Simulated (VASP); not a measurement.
Wanted: the native input for a VASP 6.6.1 run.

```
Task                   : single point
Functional             : PBE
Potentials or basis    : VASP PAW PBE potentials, release 64 (Ti_sv, In_d, Te)
Cutoff                 : 520 eV
k mesh                 : 3 × 3 × 4
Occupations            : gaussian, width 0.1 eV
Spin                   : no spin polarisation
Dipole correction      : no
Further INCAR settings : ALGO = Normal; EDIFF = 1e-06; NBANDS = 37
```

The structure of TiIn2Te3 lies in POSCAR:

```
TiIn2Te3
1.0
    6.3672542700      0.0000000000      0.0000000000
   -3.1836271300      5.5142039500      0.0000000000
    0.0000000000      0.0000000000      4.4721655300
Ti In Te
1 2 3
Direct
    0.0000000000      0.0000000000      0.8888130200
    0.6666666700      0.3333333300      0.9631379800
    0.3333333300      0.6666666700      0.9631379800
    0.5000000000      0.5000000000      0.4595159900
    0.5000000000      0.0000000000      0.4595159900
    0.0000000000      0.5000000000      0.4595159900
```

The cell was generated, and may not be a known phase.

The input as run:

INCAR

```
SYSTEM = TiIn2Te3
  PREC = Accurate
  ENCUT = 520
  EDIFF = 1E-6
  ISMEAR = 0
  SIGMA = 0.1
  LREAL = .False.
  LASPH = .True.
  NELM = 100
  ALGO = Normal
  ISIF = 2
  LWAVE = .False.
  LCHARG = .True.
  GGA = PE
  LELF = .True.
  LVHAR = .True.
  NBANDS = 37
```

KPOINTS

```
regular mesh
0
Gamma
  3 3 4
  0 0 0
```

Potentials or basis: VASP PAW PBE potentials, release 64 (Ti_sv, In_d, Te).

Run with:

```sh
$ cat potpaw_PBE.64/Ti_sv/POTCAR potpaw_PBE.64/In_d/POTCAR potpaw_PBE.64/Te/POTCAR > POTCAR
$ mpirun -np 1 vasp_std > vasp.out
```

Results of the run:

The pressure is 11.9 GPa and the largest force is 0.218 eV/Å. The band gap on the k mesh is zero (bands 28 and 29 overlap by 0.97 eV).

Caveat: the k points lie up to 0.38 Å⁻¹ apart, too coarse for converged energies and pressures of a metal; spin-orbit coupling is left out, which moves the levels of the heavy elements.

Wall time 2.5 min on 1 thread of Intel(R) Xeon(R) Platinum 8124M CPU @ 3.00GHz (Skylake/Cascade Lake) (shared host), peak memory 0.29 GiB.
